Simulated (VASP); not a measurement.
# MgCd5O6 (P-3m1) in VASP: further runs

The runs below take MgCd5O6 through single point, relaxation of cell and atoms, with PBE.

Everything below comes from runs of VASP 6.6.1. Logs are shortened: lines on timing, memory, paths and dates and some standing lists are left out, and cuts for length are marked.

### Step 1. The cell of the first run

The structure is trigonal, space group P-3m1 (No. 164). The conventional cell has a = 3.303 Å, b = 3.303 Å, c = 16.396 Å, α = 90.00°, β = 90.00°, γ = 120.00°. Within 2.9 Å of Mg (site symmetry -3m) lie 6 O at 2.22 Å. Cd (site symmetry 3m) has 6 O at 2.37 to 2.39 Å within 3.1 Å. Cd (site symmetry 3m) has 6 O at 2.37 Å within 3.1 Å. Within 3.1 Å of Cd (site symmetry -3m) lie 6 O at 2.37 Å. O (site symmetry 3m) has 3 Mg at 2.22 Å and 3 Cd at 2.39 Å within 2.9 Å. O (site symmetry 3m) has 6 Cd at 2.37 Å within 3.1 Å. O (site symmetry 3m) has 6 Cd at 2.37 Å within 3.1 Å.

### Step 2. Single point, PBE

File INCAR:

```
ALGO     = Normal         # electronic algorithm
EDIFF    = 1E-6           # SCF threshold, eV
ENCUT    = 520            # plane-wave cutoff, eV
GGA      = PE             # functional
ISIF     = 2              # what is computed and relaxed
ISMEAR   = 0              # smearing method
LASPH    = True           # aspherical terms in the spheres
LCHARG   = False          # write CHGCAR
LREAL    = False          # projectors in reciprocal space
LWAVE    = False          # write WAVECAR
NBANDS   = 61             # bands
NELM     = 100            # most SCF steps
PREC     = Accurate       # precision mode
SIGMA    = 0.1            # smearing width, eV
```

File KPOINTS:

```
k-points
0
Gamma
  6 6 1
```

File POSCAR:

```
MgCd5O6
1.0
    3.3034984875      0.0000000027      0.0000000000
   -1.6517492461      2.8609136102      0.0000000000
    0.0000000000      0.0000000000     16.3960476686
Mg Cd O
1 5 6
Direct
    0.0000000000      0.0000000000      0.5000000000
    0.6666666667      0.3333333333      0.6572988481
    0.3333333333      0.6666666667      0.3427011519
    0.6666666667      0.3333333333      0.1713771268
    0.0000000000      0.0000000000      0.0000000000
    0.3333333333      0.6666666667      0.8286228732
    0.3333333333      0.6666666667      0.5691580355
    0.6666666667      0.3333333333      0.4308419645
    0.0000000000      0.0000000000      0.2570845669
    0.3333333333      0.6666666667      0.0856637391
    0.6666666667      0.3333333333      0.9143362609
    0.0000000000      0.0000000000      0.7429154331
```

Potentials or basis: VASP PAW PBE potentials, release 64 (Mg, Cd, O).

On the command line:

```
$ cat potpaw_PBE.64/Mg/POTCAR potpaw_PBE.64/Cd/POTCAR potpaw_PBE.64/O/POTCAR > POTCAR
$ mpirun -np 1 vasp_std > vasp.out
```

OUTCAR:

```text
EDIFF = 1E-6
   ENCUT = 520
   GGA = PE
   ISIF = 2
   ISMEAR = 0
   LASPH = True
   LREAL = False
   NELM = 100
   PREC = Accurate

 ion  position               nearest neighbor table
   1  0.000  0.000  0.500-   7 2.22   8 2.22   8 2.22   7 2.22   8 2.22   7 2.22   2 3.21   3 3.21
                             3 3.21   2 3.21   2 3.21   3 3.21
   2  0.667  0.333  0.657-  12 2.37  12 2.37  12 2.37   7 2.39   7 2.39   7 2.39   1 3.21   1 3.21
                             1 3.21   6 3.40   6 3.40   6 3.40
   3  0.333  0.667  0.343-   9 2.37   9 2.37   9 2.37   8 2.39   8 2.39   8 2.39   1 3.21   1 3.21
                             1 3.21   4 3.40   4 3.40   4 3.40
   4  0.667  0.333  0.171-   9 2.37   9 2.37   9 2.37  10 2.37  10 2.37  10 2.37   3 3.40   3 3.40
                             3 3.40   5 3.40   5 3.40   5 3.40
   5  0.000  0.000  0.000-  10 2.37  11 2.37  11 2.37  10 2.37  11 2.37  10 2.37   4 3.40   6 3.40
                             6 3.40   4 3.40   4 3.40   6 3.40
   6  0.333  0.667  0.829-  12 2.37  12 2.37  12 2.37  11 2.37  11 2.37  11 2.37   2 3.40   2 3.40
                             2 3.40   5 3.40   5 3.40   5 3.40
   7  0.333  0.667  0.569-   1 2.22   1 2.22   1 2.22   2 2.39   2 2.39   2 2.39
   8  0.667  0.333  0.431-   1 2.22   1 2.22   1 2.22   3 2.39   3 2.39   3 2.39
   9  0.000  0.000  0.257-   3 2.37   3 2.37   3 2.37   4 2.37   4 2.37   4 2.37
  10  0.333  0.667  0.086-   5 2.37   5 2.37   5 2.37   4 2.37   4 2.37   4 2.37
  11  0.667  0.333  0.914-   5 2.37   5 2.37   5 2.37   6 2.37   6 2.37   6 2.37
  12  0.000  0.000  0.743-   2 2.37   2 2.37   2 2.37   6 2.37   6 2.37   6 2.37

  LATTYP: Found a hexagonal cell.
 ALAT       =     3.3034984875
 C/A-ratio  =     4.9632375285

  Lattice vectors:

 A1 = (   3.3034984875,   0.0000000027,   0.0000000000)
 A2 = (  -1.6517492461,   2.8609136102,   0.0000000000)
 A3 = (   0.0000000000,   0.0000000000,  16.3960476686)

Analysis of symmetry for initial positions (statically):
=====================================================================
 Subroutine PRICEL returns:
 Original cell was already a primitive cell.

 Routine SETGRP: Setting up the symmetry group for a
 hexagonal supercell.

 Subroutine GETGRP returns: Found 12 space group operations
 (whereof 12 operations were pure point group operations)
 out of a pool of 24 trial point group operations.

The static configuration has the point symmetry D_3d.

Analysis of symmetry for dynamics (positions and initial velocities):
=====================================================================
 Subroutine PRICEL returns:
 Original cell was already a primitive cell.

 Routine SETGRP: Setting up the symmetry group for a
 hexagonal supercell.

 Subroutine GETGRP returns: Found 12 space group operations
 (whereof 12 operations were pure point group operations)
 out of a pool of 24 trial point group operations.

The dynamic configuration has the point symmetry D_3d.

 Subroutine INISYM returns: Found 12 space group operations
 (whereof 12 operations are pure point group operations),
 and found     1 'primitive' translations

----------------------------------------------------------------------------------------

                                     Primitive cell

  volume of cell :     154.9594

  direct lattice vectors                    reciprocal lattice vectors
     3.303498488  0.000000003  0.000000000     0.302709386  0.174769346  0.000000000
    -1.651749246  2.860913610  0.000000000    -0.000000000  0.349538691  0.000000000
     0.000000000  0.000000000 16.396047669     0.000000000  0.000000000  0.060990308

  length of vectors
     3.303498488  3.303498488 16.396047669     0.349538691  0.349538691  0.060990308

  position of ions in fractional coordinates (direct lattice)
     0.000000000  0.000000000  0.500000000
     0.666666667  0.333333333  0.657298848
     0.333333333  0.666666667  0.342701152
     0.666666667  0.333333333  0.171377127
     0.000000000  0.000000000  0.000000000
     0.333333333  0.666666667  0.828622873
     0.333333333  0.666666667  0.569158036
     0.666666667  0.333333333  0.430841964
     0.000000000  0.000000000  0.257084567
     0.333333333  0.666666667  0.085663739
     0.666666667  0.333333333  0.914336261
     0.000000000  0.000000000  0.742915433

  ion indices of the primitive-cell ions
   primitive index   ion index
                 1           1
                 2           2
                 3           3
                 4           4
                 5           5
                 6           6
                 7           7
                 8           8
                 9           9
                10          10
                11          11
                12          12

----------------------------------------------------------------------------------------

 KPOINTS: k-points

Automatic generation of k-mesh.
 Grid dimensions read from file:
 generate k-points for:    6    6    1

 Generating k-lattice:

  Cartesian coordinates                     Fractional coordinates (reciprocal lattice)
     0.050451564  0.029128224  0.000000000     0.166666667  0.000000000  0.000000000
    -0.000000000  0.058256449  0.000000000     0.000000000  0.166666667  0.000000000
     0.000000000  0.000000000  0.060990308     0.000000000  0.000000000  1.000000000

  Length of vectors
     0.058256449  0.058256449  0.060990308

  Shift w.r.t. Gamma in fractional coordinates (k-lattice)
     0.000000000  0.000000000  0.000000000

 Subroutine IBZKPT returns following result:
 ===========================================

 Found      7 irreducible k-points:

 Following reciprocal coordinates:
            Coordinates               Weight
  0.000000  0.000000  0.000000      1.000000
  0.166667  0.000000  0.000000      6.000000
  0.333333  0.000000  0.000000      6.000000
  0.500000  0.000000  0.000000      3.000000
  0.166667  0.166667  0.000000      6.000000
  0.333333  0.166667  0.000000     12.000000
  0.333333  0.333333  0.000000      2.000000
   k-points           NKPTS =      7   k-points in BZ     NKDIM =      7   number of bands    NBANDS=     61
   number of dos      NEDOS =    301   number of ions     NIONS =     12
   total plane-waves  NPLWV =  98784
   dimension x,y,z NGX =    28 NGY =   28 NGZ =  126
   dimension x,y,z NGXF=    56 NGYF=   56 NGZF=  252
   ions per type =               1   5   6
   NGX,Y,Z   is equivalent  to a cutoff of  14.09, 14.09, 12.78 a.u.
   NGXF,Y,Z  is equivalent  to a cutoff of  28.18, 28.18, 25.55 a.u.
 SYSTEM =  unknown system
   PREC   = accura    normal or accurate (medium, high low for compatibility)
   ISTART =      0    job   : 0-new  1-cont  2-samecut
   ICHARG =      2    charge: 1-file 2-atom 10-const
   ISPIN  =      1    spin polarized calculation?
   LNONCOLLINEAR =      F non collinear calculations
   LSORBIT =      F    spin-orbit coupling
   LASPH  =      T    aspherical Exc in radial PAW
   ENCUT  =  520.0 eV  38.22 Ry    6.18 a.u.   6.14  6.14 30.49*2*pi/ulx,y,z
   NELM   =    100;   NELMIN=  2; NELMDL= -5     # of ELM steps
   EDIFF  = 0.1E-05   stopping-criterion for ELM
   LREAL  =      F    real-space projection
   EDIFFG = 0.1E-04   stopping-criterion for IOM
   NSW    =      0    number of steps for IOM
   IBRION =     -1    ionic relax: 0-MD 1-quasi-New 2-CG
   NFREE  =      0    steps in history (QN), initial steepest desc. (CG)
   ISIF   =      2    stress and relaxation
   ISYM   =      2    0-nonsym 1-usesym 2-fastsym
   POTIM  = 0.5000    time-step for ionic-motion
   TEBEG  =    0.0;   TEEND  =   0.0 temperature during run
   PSTRESS=    0.0 pullay stress
   NELECT =      98.0000    total number of electrons
   NUPDOWN=      -1.0000    fix difference up-down
   EMIN   =  10.00;   EMAX   =-10.00  energy-range for DOS
   EFERMI =   0.00;   METHOD = LEGACY
   ISMEAR =     0;   SIGMA  =   0.10  broadening in eV -4-tet -1-fermi 0-gaus
   EFERMI_NEDOS =   21; number of points for ismear=-14 and -15
   IALGO  =     38    algorithm
   IMIX   =      4    mixing-type and parameters
     AMIX     =   0.40;   BMIX     =  1.00
     AMIX_MAG =   1.60;   BMIX_MAG =  1.00
  volume/ion in A,a.u.               =      12.91        87.14
  Fermi-wavevector in a.u.,A,eV,Ry     =   1.405220  2.655480 26.866635  1.974642
  Thomas-Fermi vector in A             =   2.527703
   LORBIT       =      0    0 simple, 1 ext, 2 COOP (PROOUT), +10 PAW based schemes
   GGA     = PE    functional components
   LHFCALC =     F    Hartree Fock is set to
   AEXX    =    0.0000 exact exchange contribution
   IVDW    =     0    specifies the selected vdW correction
   LEPSILON=     F    determine dielectric tensor
   LRPA    =     F    only Hartree local field effects (RPA)
 non-spin polarized calculation
 Gauss-broadening in eV      SIGMA  =   0.10
  energy-cutoff  :      520.00
  volume of cell :      154.96
 maximum number of plane-waves:      4189
 NGX is ok and might be reduce to    28
   NGX = 13   NGY = 13   NGZ = 61

 number of electron      97.9999998 magnetization

 Free energy of the ion-electron system (eV)
  ---------------------------------------------------
  ext. energy  EPLUGINS =         0.00000000
  ---------------------------------------------------
  free energy    TOTEN  =       -50.15531151 eV

  energy without entropy =      -50.14776550  energy(sigma->0) =      -50.15153850

 E-fermi :   1.9225     XC(G=0): -11.3890

 val. band max:        1.8394370283   @ k =   0.0000   0.0000   0.0000
 cond. band min:       3.5249423733   @ k =   0.1667   0.0000   0.0000
 fundamental gap:      1.6855053450
 Fermi energy:         1.9225383911

 k-point     1 :       0.0000    0.0000    0.0000
  band No.  band energies     occupation
      1     -15.2525      2.00000
      2     -15.0840      2.00000
      3     -15.0411      2.00000
      4     -14.7455      2.00000
      5     -14.6825      2.00000
      6     -14.2968      2.00000
[... 437 lines left out ...]
     60       9.6576      0.00000
     61      10.5693      0.00000

------------------------ aborting loop because EDIFF is reached ----------------------------------------

  FORCE on cell =-STRESS in cart. coord.  units (eV):
  Direction    XX          YY          ZZ          XY          YZ          ZX
  --------------------------------------------------------------------------------------
  -------------------------------------------------------------------------------------
  Total        0.9503908      0.9503908      1.0653227     -0.0000000     -0.0000000      0.0000000
  in kB        9.8264075      9.8264075     11.0147270     -0.0000000     -0.0000000      0.0000000
  external PRESSURE =      10.2225140 kB  Pullay stress =       0.0000000 kB

 VOLUME and BASIS-vectors are now :
 -----------------------------------------------------------------------------
  energy-cutoff  :      520.00
  volume of cell :      154.96
      direct lattice vectors                 reciprocal lattice vectors
     3.303498488  0.000000003  0.000000000     0.302709386  0.174769346  0.000000000
    -1.651749246  2.860913610  0.000000000    -0.000000000  0.349538691  0.000000000
     0.000000000  0.000000000 16.396047669     0.000000000  0.000000000  0.060990308

 POSITION                                       TOTAL-FORCE (eV/Angst)
 -----------------------------------------------------------------------------------
      0.00000      0.00000      8.19802        -0.000000      0.000000      0.000000
      1.65175      0.95364     10.77710         0.000000      0.000000     -0.013659
     -0.00000      1.90728      5.61894        -0.000000     -0.000000      0.013659
      1.65175      0.95364      2.80991        -0.000000      0.000000      0.000614
      0.00000      0.00000      0.00000        -0.000000      0.000000      0.000000
     -0.00000      1.90728     13.58614        -0.000000      0.000000     -0.000614
     -0.00000      1.90728      9.33194        -0.000000      0.000000     -0.087862
      1.65175      0.95364      7.06411         0.000000     -0.000000      0.087862
      0.00000      0.00000      4.21517         0.000000     -0.000000     -0.001099
     -0.00000      1.90728      1.40455         0.000000     -0.000000      0.000631
      1.65175      0.95364     14.99150         0.000000      0.000000     -0.000631
      0.00000      0.00000     12.18088        -0.000000      0.000000      0.001099
 -----------------------------------------------------------------------------------
    total drift:                               -0.000000     -0.000000      0.000000

  FREE ENERGIE OF THE ION-ELECTRON SYSTEM (eV)
  ---------------------------------------------------
  free  energy   TOTEN  =       -50.1553115107 eV

  energy  without entropy=      -50.1477654986  energy(sigma->0) =      -50.15153850
```

Run time: 52 s. Hardware: 1 thread of Intel Xeon 6975P-C (Granite Rapids), shared host; peak memory 0.31 GiB.

Results:

| Quantity | Value |
| --- | --- |
| Free energy | -50.1553 eV |
| Pressure | 1.0 GPa |
| Largest force | 0.088 eV/Å |
| Band gap on the k mesh | zero (filled and empty bands touch) |

Forces in eV/Å, atoms in the order of the input:
```
Mg   0.000  0.000  0.000
Cd   0.000  0.000 -0.014
Cd   0.000  0.000  0.014
Cd   0.000  0.000  0.001
Cd   0.000  0.000  0.000
Cd   0.000  0.000 -0.001
O    0.000  0.000 -0.088
O    0.000  0.000  0.088
O    0.000  0.000 -0.001
O    0.000  0.000  0.001
O    0.000  0.000 -0.001
O    0.000  0.000  0.001
```

Stress tensor (GPa, compression positive):
```
0.98 0.00 0.00
0.00 0.98 0.00
0.00 0.00 1.10
```

Levels at points of the mesh, in eV from the Fermi level:
```tsv
k point	band 46	band 47	band 48	band 49	band 50	band 51	band 52	band 53
(0.00, 0.00, 0.00)	-0.24	-0.24	-0.12	-0.08	-0.08	1.61	1.97	3.75
(0.50, 0.00, 0.00)	-0.77	-0.53	-0.11	-0.08	3.96	4.48	4.69	5.10
```

Caveat: the k points lie up to 0.38 Å⁻¹ apart.

### Step 3. Single point, PBE

This run uses another cell than the first one, of 15.95 Å³/atom, 1.235 times its volume.

File INCAR:

```
SYSTEM = MgCd5O6
  ALGO = Normal
  EDIFF = 1E-7
  ENCUT = 520
  GGA = PE
  ISIF = 2
  ISMEAR = 0
  LASPH = .TRUE.
  LCHARG = .FALSE.
  LREAL = .FALSE.
  LWAVE = .FALSE.
  NBANDS = 61
  NELM = 60
  PREC = Accurate
  SIGMA = 0.1
```

File KPOINTS:

```
k-points
0
G
  6 6 1
  0 0 0
```

File POSCAR:

```
MgCd5O6
1.0
    3.5596915300      0.0000000000      0.0000000000
   -1.7798457700      3.0827833000      0.0000000000
    0.0000000000      0.0000000000     17.4388557900
Mg Cd O
1 5 6
Direct
    0.0000000000      0.0000000000      0.5000000000
    0.6666666700      0.3333333300      0.6666666700
    0.3333333300      0.6666666700      0.3333333300
    0.6666666700      0.3333333300      0.1666666700
    0.0000000000      0.0000000000      0.0000000000
    0.3333333300      0.6666666700      0.8333333300
    0.3333333300      0.6666666700      0.5833333300
    0.6666666700      0.3333333300      0.4166666700
    0.0000000000      0.0000000000      0.2500000000
    0.3333333300      0.6666666700      0.0833333300
    0.6666666700      0.3333333300      0.9166666700
    0.0000000000      0.0000000000      0.7500000000
```

Potentials or basis: VASP PAW PBE potentials, release 64 (Mg, Cd, O).

On the command line:

```
$ cat potpaw_PBE.64/Mg/POTCAR potpaw_PBE.64/Cd/POTCAR potpaw_PBE.64/O/POTCAR > POTCAR
$ mpirun -np 1 vasp_std > vasp.out
```

Wall time 69 s (1 thread of Intel Xeon 6975P-C (Granite Rapids), shared host); peak memory 0.34 GiB.

The run converged. Its results:

| Property | Result |
| --- | --- |
| Free energy | -47.8137 eV |
| Pressure | -15.6 GPa |
| Largest force | 0.888 eV/Å |
| Band gap on the k mesh | zero (filled and empty bands touch) |

Forces in eV/Å, atoms in the order of the input:
```
Mg   0.000  0.000  0.000
Cd   0.000  0.000 -0.050
Cd   0.000  0.000  0.050
Cd   0.000  0.000  0.021
Cd   0.000  0.000  0.000
Cd   0.000  0.000 -0.021
O    0.000  0.000 -0.888
O    0.000  0.000  0.888
O    0.000  0.000 -0.013
O    0.000  0.000 -0.011
O    0.000  0.000  0.011
O    0.000  0.000  0.013
```

Stress tensor (GPa, compression positive):
```
-15.56   0.00   0.00
  0.00 -15.56   0.00
  0.00   0.00 -15.69
```

Levels at points of the mesh, in eV from the Fermi level:
```
           k point  band 46  band 47  band 48  band 49  band 50  band 51  band 52  band 53
(0.00, 0.00, 0.00)    -0.38    -0.18    -0.18    -0.09    -0.09     1.17     1.35     3.05
(0.50, 0.00, 0.00)    -0.58    -0.37    -0.12    -0.11     3.13     3.79     4.14     4.29
```

Caveat: the k points lie up to 0.36 Å⁻¹ apart.

[end of part 1 of 2]
